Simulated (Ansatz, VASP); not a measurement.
**One calculation of Na4NbInSi3O12, two programs**

```
CELL_PARAMETERS angstrom
4.61998 2.66735 7.49583
-4.61998 2.66735 7.49583
0.00000 -5.33469 7.49583
ATOMIC_POSITIONS crystal
Na 0.88574 0.62154 0.23490
Na 0.62154 0.23490 0.88574
Na 0.23490 0.88574 0.62154
Na 0.38574 0.73490 0.12154
Na 0.73490 0.12154 0.38574
Na 0.12154 0.38574 0.73490
Na 0.49527 0.49527 0.49527
Na 0.99527 0.99527 0.99527
Nb 0.64680 0.64680 0.64680
Nb 0.14680 0.14680 0.14680
In 0.34985 0.34985 0.34985
In 0.84985 0.84985 0.84985
Si 0.54515 0.95588 0.25259
Si 0.95588 0.25259 0.54515
Si 0.25259 0.54515 0.95588
Si 0.04515 0.75259 0.45588
Si 0.75259 0.45588 0.04515
Si 0.45588 0.04515 0.75259
O 0.52907 0.12483 0.27675
O 0.12483 0.27675 0.52907
O 0.27675 0.52907 0.12483
O 0.02907 0.77675 0.62483
O 0.77675 0.62483 0.02907
O 0.62483 0.02907 0.77675
O 0.49689 0.85874 0.72364
O 0.85874 0.72364 0.49689
O 0.72364 0.49689 0.85874
O 0.99689 0.22364 0.35874
O 0.22364 0.35874 0.99689
O 0.35874 0.99689 0.22364
O 0.42252 0.22612 0.58851
O 0.22612 0.58851 0.42252
O 0.58851 0.42252 0.22612
O 0.92252 0.08851 0.72612
O 0.08851 0.72612 0.92252
O 0.72612 0.92252 0.08851
O 0.55562 0.77589 0.43372
O 0.77589 0.43372 0.55562
O 0.43372 0.55562 0.77589
O 0.05562 0.93372 0.27589
O 0.93372 0.27589 0.05562
O 0.27589 0.05562 0.93372
```

Alike in both runs: task electric field gradients; functional PBE; k mesh 3 × 3 × 3; occupations fermi-dirac, width 0.02 eV; no spin polarisation.

|  | VASP | Ansatz |
| --- | --- | --- |
| version | VASP 6.6.1 | Ansatz 0.2.0 |
| potentials or method | VASP PAW PBE potentials, release 64 (Na_sv, Nb_sv, In_d, Si, O) | plane-wave PAW, scalar-relativistic |
| plane-wave cutoff (eV) | 970 | 420 |
| valence electrons in the cell | 292 | 292 |

```csv
,VASP,Ansatz,Ansatz less VASP
gap on the k mesh at the Fermi level (eV),2.57,2.58,+0.017
pressure (GPa),-1.0,-1.0,+0.07
"traceless stress, the component that is largest in VASP (GPa)",-0.10,-0.05,+0.050
rms of the force components (eV/Å),0.137,0.125,-0.0117
size of Vzz on the site where it differs most (V/Å²),54.0,61.7,+7.65
```

Atom by atom the forces differ by 0.019 eV/Å (rms over components).
